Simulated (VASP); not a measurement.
Input of a VASP 6.6.1 run:

INCAR

```
PREC     = Accurate       # precision mode
ENCUT    = 520            # plane-wave cutoff, eV
EDIFF    = 1E-6           # SCF threshold, eV
ISMEAR   = 0              # smearing method
SIGMA    = 0.1            # smearing width, eV
LREAL    = False          # projectors in reciprocal space
LASPH    = True           # aspherical terms in the spheres
NELM     = 80             # most SCF steps
ALGO     = Normal         # electronic algorithm
ISIF     = 2              # what is computed and relaxed
LWAVE    = False          # write WAVECAR
LCHARG   = False          # write CHGCAR
GGA      = PE             # functional
NBANDS   = 33             # bands
```

KPOINTS

```
regular mesh
0
Gamma
  10 10 10
```

The input POSCAR:

```
Ta4O
1.0
   -2.7723883830      2.7723883830      2.7723883830
    2.7723883830     -2.7723883830      2.7723883830
    2.7723883830      2.7723883830     -2.7723883830
Ta O
4 1
Direct
    0.5000000000      0.5000000000      0.5000000000
    0.0000000000      0.0000000000      0.5000000000
    0.0000000000      0.5000000000      0.0000000000
    0.5000000000      0.0000000000      0.0000000000
    0.0000000000      0.0000000000      0.0000000000
```

Potentials or basis: VASP PAW PBE potentials, release 64 (Ta_pv, O).

Command:

```sh
$ cat potpaw_PBE.64/Ta_pv/POTCAR potpaw_PBE.64/O/POTCAR > POTCAR
$ mpirun -np 1 vasp_std > vasp.out
```

Estimate the band gap on the k mesh.

zero (band 25 reaches 6.31 eV, above the bottom of band 26 at 5.15 eV).

What does it give for the pressure?

0.2 GPa.

Caveat: spin-orbit coupling is left out, which moves the levels of the heavy elements.
